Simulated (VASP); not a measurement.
# InP (pbe) (F-43m) in VASP: further runs

The runs below take InP (pbe) through single point, relaxation of cell and atoms, with PBE.

All numbers are computed with VASP 6.6.1; they aren't measurements. Logs are shortened: lines on timing, memory, paths and dates and some standing lists are left out, and cuts for length are marked.

### 1 The cell of the first run

It takes space group F-43m (No. 216, cubic). The conventional cell has a = 5.904 Å, b = 5.904 Å, c = 5.904 Å, α = 90.00°, β = 90.00°, γ = 90.00°. Within 3.4 Å of In (site symmetry -43m) lie 4 P at 2.56 Å. P (site symmetry -43m) has 4 In at 2.56 Å within 3.4 Å.

### 2 Single point, PBE

Contents of INCAR:

```
PREC = Accurate
ENCUT = 520
EDIFF = 1E-7
ISMEAR = 0
SIGMA = 0.1
LREAL = F
LASPH = T
NELM = 60
ALGO = Normal
ISIF = 2
LWAVE = F
LCHARG = F
GGA = PE
NBANDS = 16
```

Contents of KPOINTS:

```
regular mesh
0
Gamma
  6 6 6
```

Contents of POSCAR:

```
InP
1.0
    0.0000000000      2.9519763900      2.9519763900
    2.9519763900      0.0000000000      2.9519763900
    2.9519763900      2.9519763900      0.0000000000
In P
1 1
Direct
    0.0000000000      0.0000000000      0.0000000000
    0.7500000000      0.7500000000      0.7500000000
```

Potentials or basis: VASP PAW PBE potentials, release 64 (In_d, P).

Command:

```bash
$ cat potpaw_PBE.64/In_d/POTCAR potpaw_PBE.64/P/POTCAR > POTCAR
$ mpirun -np 1 vasp_std > vasp.out
```

OUTCAR:

```text
PREC = Accurate
   ENCUT = 520
   EDIFF = 1E-7
   ISMEAR = 0
   LREAL = F
   LASPH = T
   NELM = 60
   ISIF = 2
   GGA = PE

 ion  position               nearest neighbor table
   1  0.000  0.000  0.000-   2 2.56   2 2.56   2 2.56   2 2.56
   2  0.750  0.750  0.750-   1 2.56   1 2.56   1 2.56   1 2.56

  LATTYP: Found a face centered cubic cell.
 ALAT       =     5.9039527800

  Lattice vectors:

 A1 = (   0.0000000000,   2.9519763900,   2.9519763900)
 A2 = (   2.9519763900,   0.0000000000,   2.9519763900)
 A3 = (   2.9519763900,   2.9519763900,   0.0000000000)

Analysis of symmetry for initial positions (statically):
=====================================================================
 Subroutine PRICEL returns:
 Original cell was already a primitive cell.

 Routine SETGRP: Setting up the symmetry group for a
 face centered cubic supercell.

 Subroutine GETGRP returns: Found 24 space group operations
 (whereof 24 operations were pure point group operations)
 out of a pool of 48 trial point group operations.

The static configuration has the point symmetry T_d .

Analysis of symmetry for dynamics (positions and initial velocities):
=====================================================================
 Subroutine PRICEL returns:
 Original cell was already a primitive cell.

 Routine SETGRP: Setting up the symmetry group for a
 face centered cubic supercell.

 Subroutine GETGRP returns: Found 24 space group operations
 (whereof 24 operations were pure point group operations)
 out of a pool of 48 trial point group operations.

The dynamic configuration has the point symmetry T_d .

 Subroutine INISYM returns: Found 24 space group operations
 (whereof 24 operations are pure point group operations),
 and found     1 'primitive' translations

----------------------------------------------------------------------------------------

                                     Primitive cell

  volume of cell :      51.4480

  direct lattice vectors                    reciprocal lattice vectors
     0.000000000  2.951976390  2.951976390    -0.169378048  0.169378048  0.169378048
     2.951976390  0.000000000  2.951976390     0.169378048 -0.169378048  0.169378048
     2.951976390  2.951976390  0.000000000     0.169378048  0.169378048 -0.169378048

  length of vectors
     4.174725047  4.174725047  4.174725047     0.293371386  0.293371386  0.293371386

[... 69 lines left out ...]
   ENCUT  =  520.0 eV  38.22 Ry    6.18 a.u.   7.76  7.76  7.76*2*pi/ulx,y,z
   NELM   =     60;   NELMIN=  2; NELMDL= -5     # of ELM steps
   EDIFF  = 0.1E-06   stopping-criterion for ELM
   LREAL  =      F    real-space projection
   EDIFFG = 0.1E-05   stopping-criterion for IOM
   NSW    =      0    number of steps for IOM
   IBRION =     -1    ionic relax: 0-MD 1-quasi-New 2-CG
   NFREE  =      0    steps in history (QN), initial steepest desc. (CG)
   ISIF   =      2    stress and relaxation
   ISYM   =      2    0-nonsym 1-usesym 2-fastsym
   POTIM  = 0.5000    time-step for ionic-motion
   TEBEG  =    0.0;   TEEND  =   0.0 temperature during run
   PSTRESS=    0.0 pullay stress
   NELECT =      18.0000    total number of electrons
   NUPDOWN=      -1.0000    fix difference up-down
   EMIN   =  10.00;   EMAX   =-10.00  energy-range for DOS
   EFERMI =   0.00;   METHOD = LEGACY
   ISMEAR =     0;   SIGMA  =   0.10  broadening in eV -4-tet -1-fermi 0-gaus
   EFERMI_NEDOS =   21; number of points for ismear=-14 and -15
   IALGO  =     38    algorithm
   IMIX   =      4    mixing-type and parameters
     AMIX     =   0.40;   BMIX     =  1.00
     AMIX_MAG =   1.60;   BMIX_MAG =  1.00
  volume/ion in A,a.u.               =      25.72       173.59
  Fermi-wavevector in a.u.,A,eV,Ry     =   1.153567  2.179925 18.105499  1.330717
  Thomas-Fermi vector in A             =   2.290210
   LORBIT       =      0    0 simple, 1 ext, 2 COOP (PROOUT), +10 PAW based schemes
   GGA     = PE    functional components
   LHFCALC =     F    Hartree Fock is set to
   AEXX    =    0.0000 exact exchange contribution
   IVDW    =     0    specifies the selected vdW correction
   LEPSILON=     F    determine dielectric tensor
   LRPA    =     F    only Hartree local field effects (RPA)
 non-spin polarized calculation
 Gauss-broadening in eV      SIGMA  =   0.10
  energy-cutoff  :      520.00
  volume of cell :       51.45
 maximum number of plane-waves:      1411
   NGX = 15   NGY = 15   NGZ = 15

 number of electron      18.0000009 magnetization

 Free energy of the ion-electron system (eV)
  ---------------------------------------------------
  ext. energy  EPLUGINS =         0.00000000
  ---------------------------------------------------
  free energy    TOTEN  =        -8.38767863 eV

  energy without entropy =       -8.38767849  energy(sigma->0) =       -8.38767856

 E-fermi :   5.2627     XC(G=0):  -9.1831

 val. band max:        4.9587449752   @ k =   0.0000   0.0000   0.0000
 cond. band min:       5.5490133709   @ k =   0.0000   0.0000   0.0000
 fundamental gap:      0.5902683957
 Fermi energy:         5.2627258307

 k-point     1 :       0.0000    0.0000    0.0000
  band No.  band energies     occupation
      1      -9.1930      2.00000
      2      -9.1930      2.00000
      3      -9.1930      2.00000
      4      -9.0519      2.00000
      5      -9.0519      2.00000
      6      -6.4114      2.00000
[... 281 lines left out ...]
      3      -9.1032      2.00000
      4      -9.0778      2.00000
      5      -9.0315      2.00000
      6      -4.0748      2.00000
[... 8 lines left out ...]
     15      16.1334      0.00000
     16      16.8208      0.00000

------------------------ aborting loop because EDIFF is reached ----------------------------------------

  FORCE on cell =-STRESS in cart. coord.  units (eV):
  Direction    XX          YY          ZZ          XY          YZ          ZX
  --------------------------------------------------------------------------------------
  -------------------------------------------------------------------------------------
  Total        0.5540019      0.5540019      0.5540019      0.0000000     -0.0000000      0.0000000
  in kB       17.2525450     17.2525450     17.2525450      0.0000000     -0.0000000      0.0000000
  external PRESSURE =      17.2525450 kB  Pullay stress =       0.0000000 kB

 VOLUME and BASIS-vectors are now :
 -----------------------------------------------------------------------------
  energy-cutoff  :      520.00
  volume of cell :       51.45
      direct lattice vectors                 reciprocal lattice vectors
     0.000000000  2.951976390  2.951976390    -0.169378048  0.169378048  0.169378048
     2.951976390  0.000000000  2.951976390     0.169378048 -0.169378048  0.169378048
     2.951976390  2.951976390  0.000000000     0.169378048  0.169378048 -0.169378048

 POSITION                                       TOTAL-FORCE (eV/Angst)
 -----------------------------------------------------------------------------------
      0.00000      0.00000      0.00000         0.000000      0.000000      0.000000
      4.42796      4.42796      4.42796        -0.000000     -0.000000     -0.000000
 -----------------------------------------------------------------------------------
    total drift:                                0.000000      0.000000      0.000000

  FREE ENERGIE OF THE ION-ELECTRON SYSTEM (eV)
  ---------------------------------------------------
  free  energy   TOTEN  =        -8.3876786341 eV

  energy  without entropy=       -8.3876784861  energy(sigma->0) =       -8.38767856
```

stdout:

```text
POSCAR found type information on POSCAR InP
 POSCAR found :  2 types and       2 ions
 scaLAPACK will be used
 LDA part: xc-table for (Slater+PW92), standard interpolation
 POSCAR, INCAR and KPOINTS ok, starting setup
 FFT: planning ... GRIDC
 FFT: planning ... GRID_SOFT
 FFT: planning ... GRID
 WAVECAR not read
 entering main loop
```

Wall time 7.7 s (1 thread of Intel Xeon Platinum 8488C (Sapphire Rapids), shared host); peak memory 0.17 GiB.

What came out:

```yaml
Free_energy: -8.3877 eV
Pressure: 1.7 GPa
Band_gap_on_the_k_mesh: 0.59 eV, direct
```

Caveat: spin-orbit coupling is left out, which moves the levels of the heavy elements.

### 3 Single point, PBE

This run uses another cell than the first one, of 26.46 Å³/atom, 1.029 times its volume.

Contents of INCAR:

```
PREC = Accurate ; ENCUT = 520
EDIFF = 1E-6 ; ISMEAR = 0
SIGMA = 0.02 ; LREAL = F
LASPH = T ; NELM = 100
ALGO = Normal ; ISIF = 2
LWAVE = F ; LCHARG = F
GGA = PE ; NBANDS = 16
```

Contents of KPOINTS:

```
regular mesh
0
Gamma
  10 10 10
```

Contents of POSCAR:

```
InP
1.0
    0.0000000000      2.9800329558      2.9800329558
    2.9800329558      0.0000000000      2.9800329558
    2.9800329558      2.9800329558      0.0000000000
In P
1 1
Direct
    0.0000000000      0.0000000000      0.0000000000
    0.7500000000      0.7500000000      0.7500000000
```

Potentials or basis: VASP PAW PBE potentials, release 64 (In_d, P).

Command:

```bash
$ cat potpaw_PBE.64/In_d/POTCAR potpaw_PBE.64/P/POTCAR > POTCAR
$ mpirun -np 1 vasp_std > vasp.out
```

OUTCAR:

```text
PREC = Accurate
   ENCUT = 520
   EDIFF = 1E-6
   ISMEAR = 0
   LREAL = F
   LASPH = T
   NELM = 100
   ISIF = 2
   GGA = PE

 ion  position               nearest neighbor table
   1  0.000  0.000  0.000-   2 2.58   2 2.58   2 2.58   2 2.58
   2  0.750  0.750  0.750-   1 2.58   1 2.58   1 2.58   1 2.58

  LATTYP: Found a face centered cubic cell.
 ALAT       =     5.9600659116

  Lattice vectors:

 A1 = (   0.0000000000,   2.9800329558,   2.9800329558)
 A2 = (   2.9800329558,   0.0000000000,   2.9800329558)
 A3 = (   2.9800329558,   2.9800329558,   0.0000000000)

Analysis of symmetry for initial positions (statically):
=====================================================================
 Subroutine PRICEL returns:
 Original cell was already a primitive cell.

 Routine SETGRP: Setting up the symmetry group for a
 face centered cubic supercell.

 Subroutine GETGRP returns: Found 24 space group operations
 (whereof 24 operations were pure point group operations)
 out of a pool of 48 trial point group operations.

The static configuration has the point symmetry T_d .

Analysis of symmetry for dynamics (positions and initial velocities):
[... 161 lines left out ...]
 val. band max:        4.6529457992   @ k =   0.0000   0.0000   0.0000
 cond. band min:       5.0906558786   @ k =   0.0000   0.0000   0.0000
 fundamental gap:      0.4377100793
 Fermi energy:         4.8012589162

 k-point     1 :       0.0000    0.0000    0.0000
  band No.  band energies     occupation
      1      -9.4409      2.00000
      2      -9.4409      2.00000
      3      -9.4409      2.00000
      4      -9.3124      2.00000
      5      -9.3124      2.00000
      6      -6.5318      2.00000
[... 433 lines left out ...]
      3      -9.3739      2.00000
      4      -9.3407      2.00000
      5      -9.2901      2.00000
      6      -4.9992      2.00000
[... 8 lines left out ...]
     15      15.1826      0.00000
     16      17.0877      0.00000

 [... further k-points ...]

------------------------ aborting loop because EDIFF is reached ----------------------------------------

  FORCE on cell =-STRESS in cart. coord.  units (eV):
  Direction    XX          YY          ZZ          XY          YZ          ZX
  --------------------------------------------------------------------------------------
  -------------------------------------------------------------------------------------
  Total       -0.0231132     -0.0231132     -0.0231132     -0.0000000      0.0000000      0.0000000
  in kB       -0.6996439     -0.6996439     -0.6996439     -0.0000000      0.0000000      0.0000000
  external PRESSURE =      -0.6996439 kB  Pullay stress =       0.0000000 kB

 VOLUME and BASIS-vectors are now :
 -----------------------------------------------------------------------------
  energy-cutoff  :      520.00
  volume of cell :       52.93
      direct lattice vectors                 reciprocal lattice vectors
     0.000000000  2.980032956  2.980032956    -0.167783379  0.167783379  0.167783379
     2.980032956  0.000000000  2.980032956     0.167783379 -0.167783379  0.167783379
     2.980032956  2.980032956  0.000000000     0.167783379  0.167783379 -0.167783379

 POSITION                                       TOTAL-FORCE (eV/Angst)
 -----------------------------------------------------------------------------------
      0.00000      0.00000      0.00000        -0.000000     -0.000000     -0.000000
      4.47005      4.47005      4.47005         0.000000      0.000000      0.000000
 -----------------------------------------------------------------------------------
    total drift:                                0.000000      0.000000      0.000000

  FREE ENERGIE OF THE ION-ELECTRON SYSTEM (eV)
  ---------------------------------------------------
  free  energy   TOTEN  =        -8.4080121829 eV

  energy  without entropy=       -8.4080121829  energy(sigma->0) =       -8.40801218
```

Run time: 15 s. Hardware: 1 thread of Intel Xeon Platinum 8488C (Sapphire Rapids), shared host; peak memory 0.19 GiB.

Results:

```yaml
Free_energy: -8.4080 eV
Pressure: -0.1 GPa
Band_gap_on_the_k_mesh: 0.44 eV, direct
```

Caveat: spin-orbit coupling is left out, which moves the levels of the heavy elements. As with any semilocal functional, this PBE gap is likely too small.

### 4 Relaxation of cell and atoms, PBE

Contents of INCAR:

```
  PREC = Accurate
  ENCUT = 600
  EDIFF = 1E-6
  ISMEAR = 0
  SIGMA = 0.02
  LREAL = F
  LASPH = T
  NELM = 60
  ALGO = Normal
  ISIF = 3
  LWAVE = F
  LCHARG = F
  GGA = PE
  IBRION = 2
  NSW = 100
  EDIFFG = -0.002
```

KPOINTS is that of step 3.

Contents of POSCAR:

```
InP
1.0
    0.0000000000      2.9519763900      2.9519763900
    2.9519763900      0.0000000000      2.9519763900
    2.9519763900      2.9519763900      0.0000000000
In P
1 1
Direct
    0.0000000000      0.0000000000      0.0000000000
    0.7500000000      0.7500000000      0.7500000000
```

Command:

```bash
$ cat potpaw_PBE.64/In_d/POTCAR potpaw_PBE.64/P/POTCAR > POTCAR
$ mpirun -np 1 vasp_std > vasp.out
```

It took 58 s on 1 thread of Intel Xeon Platinum 8488C (Sapphire Rapids), shared host; peak memory 0.24 GiB.

Results (log left out):

```
Free energy                            : -8.4079 eV
Relaxed volume                         : 26.45 Å³/atom
Relaxed cell                           : a = 4.213 Å, b = 4.213 Å, c = 4.213 Å, α = 60.00°, β = 60.00°, γ = 60.00°
Space group after relaxing (to 0.05 Å) : F-43m (No. 216)
Energy gained by relaxing              : 3.9 meV/atom
Ionic steps                            : 3
Pressure after relaxing                : 0.0 GPa
Band gap on the k mesh                 : 0.44 eV, direct
```

The path:
```csv
step,energy change (eV),largest force (eV/Å),pressure (GPa),volume (Å³)
1,0.0000,0.0000,1.75,51.45
2,-0.0061,0.0000,-0.74,53.57
3,-0.0077,0.0000,0.01,52.89
```

Final structure:
```cif
data_structure
_symmetry_space_group_name_H-M 'P 1'
_symmetry_Int_Tables_number 1
_cell_length_a 4.2135
_cell_length_b 4.2135
_cell_length_c 4.2135
_cell_angle_alpha 60.000
_cell_angle_beta 60.000
_cell_angle_gamma 60.000
_cell_volume 52.89
loop_
_atom_site_label
_atom_site_type_symbol
_atom_site_fract_x
_atom_site_fract_y
_atom_site_fract_z
_atom_site_occupancy
In1 In 0.00000 0.00000 0.00000 1
P1 P 0.75000 0.75000 0.75000 1
```

Levels at points of the mesh, in eV from the valence-band top:
```tsv
k point	band 7	band 8	band 9	band 10	band 11	band 12
(0.00, 0.00, 0.00)	0.00	0.00	0.00	0.44	4.09	4.09
(0.50, 0.00, 0.00)	-5.47	-0.90	-0.90	1.38	4.80	4.80
(0.50, 0.50, 0.00)	-5.54	-2.16	-2.16	1.85	2.26	8.91
```

Caveat: spin-orbit coupling is left out, which moves the levels of the heavy elements.

### 5 Summary

```csv
task,cell,k mesh,cutoff (eV),smearing,gap on the mesh (eV),pressure (GPa)
single point,"a = 4.175 Å, angles 60.0°, 2 atoms",6 × 6 × 6,520,gaussian 0.1 eV,0.59,1.7
single point,"a = 4.214 Å, angles 60.0°, 2 atoms",10 × 10 × 10,520,gaussian 0.02 eV,0.44,-0.1
relaxation of cell and atoms,"relaxed from a = 4.175 Å, angles 60.0°, 2 atoms",10 × 10 × 10,600,gaussian 0.02 eV,0.44,0.0
```

Alike in all rows: level PBE; potentials or basis VASP PAW PBE potentials, release 64 (In_d, P); no spin polarisation.

Caveats: spin-orbit coupling is left out, which moves the levels of the heavy elements.

Absolute energies hang on the potentials; compare differences alone.
